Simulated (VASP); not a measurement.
Write the native input for VASP 6.6.1 that does the following.

```yaml
Task: single point
Functional: BHLYP
Potentials_or_basis: VASP PAW PBE potentials, release 64 (Ru_sv)
Cutoff: 420 eV
k_mesh: 6 × 6 × 3
Occupations: fermi-dirac, width 0.05 eV
Spin: no spin polarisation
Dipole_correction: no
Grid_for_exact_exchange_PRECFOCK: Normal
Further_INCAR_settings: ALGO = Normal; EDIFF = 1e-06; NBANDS = 23
Share_of_exact_exchange: 0.5
```

Ru:

```
Ru
1.0
     2.70580    0.00000    0.00000
    -1.35290    2.34329    0.00000
     0.00000    0.00000    4.28190
Ru
2
Cartesian
  1.3529 0.7811 3.2114
  0.0000 1.5622 1.0705
```

One way to write it, as run:

POSCAR

```
Ru
1.0
    2.7058000000      0.0000000000      0.0000000000
   -1.3529000000      2.3432915376      0.0000000000
    0.0000000000      0.0000000000      4.2819000000
Ru
2
Direct
    0.6666666667      0.3333333333      0.7500000000
    0.3333333333      0.6666666667      0.2500000000
```

INCAR.step1

```
  ALGO = Normal
  EDIFF = 1E-5
  ENCUT = 420
  GGA = PE
  GGA_COMPAT = False
  ISIF = 2
  ISMEAR = -1
  LASPH = True
  LCHARG = False
  LREAL = False
  LWAVE = True
  NBANDS = 23
  NELM = 120
  PREC = Accurate
  SIGMA = 0.05
```

INCAR.step2

```
  AEXX = 0.5
  AGGAC = 1.0
  AGGAX = 0.5
  ALDAC = 0.0
  ALDAX = 0.5
  ALGO = Normal
  EDIFF = 1E-6
  ENCUT = 420
  GGA = B5
  GGA_COMPAT = False
  ISIF = 2
  ISMEAR = -1
  ISTART = 1
  LASPH = True
  LCHARG = False
  LHFCALC = True
  LREAL = False
  LWAVE = False
  NBANDS = 23
  NELM = 120
  PREC = Accurate
  PRECFOCK = Normal
  SIGMA = 0.05
```

KPOINTS

```
k-points
0
Gamma
  6 6 3
```

Potentials or basis: VASP PAW PBE potentials, release 64 (Ru_sv).

Launch:

```bash
$ cat potpaw_PBE.64/Ru_sv/POTCAR > POTCAR
$ cp INCAR.step1 INCAR
$ mpirun -np 1 vasp_std > vasp.out
$ cp INCAR.step2 INCAR
$ mpirun -np 1 vasp_std > vasp.out
```

Results of the run:

```json
{
  "Pressure": "-9.7 GPa",
  "Band gap on the k mesh": "zero (bands 16 and 17 overlap by 6.10 eV)"
}
```

Caveat: the k points lie up to 0.49 Å⁻¹ apart, too coarse for converged energies and pressures of a metal; the PAW data sets were made with another functional, which shifts forces and pressure a little.

Run time: 16 min on 1 thread of Intel(R) Xeon(R) Platinum 8488C (Sapphire Rapids) (shared host), peak memory 0.14 GiB.
